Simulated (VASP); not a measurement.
Runs of VASP 6.6.1 on Y. The structure is that of space group I4/mmm (No. 139), or close to it. The cells are those of the table. 

```csv
cell,gap on the mesh (eV),pressure (GPa)
"a = 3.591, b = 3.591, c = 3.795 Å, angles 58.1, 58.1, 63.8°, 1 atom",none,(a)
"a = 3.658, b = 3.658, c = 3.514 Å, angles 61.3, 61.3, 57.4°, 1 atom",none,0.1
"a = 3.658, b = 3.658, c = 3.795 Å, angles 58.7, 58.7, 62.5°, 1 atom",none,-2.4
"a = 3.585, b = 3.585, c = 3.655 Å, angles 59.4, 59.4, 61.3°, 1 atom",none,0.1
```

Alike in all rows: task single point; level r2SCAN; potentials or basis VASP PAW PBE potentials, release 64 (Y_sv); no spin polarisation; k mesh 16 × 16 × 16; cutoff (eV) 520; smearing gaussian 0.15 eV.

Fill in the values left out.

(a) -1.1.

Caveats: the PAW data sets were made with another functional, which shifts forces and pressure a little.

A k mesh can miss the band edges, and the runs leave out spin-orbit coupling on Y.

A gap of «none» marks levels without a gap at the run's occupations.
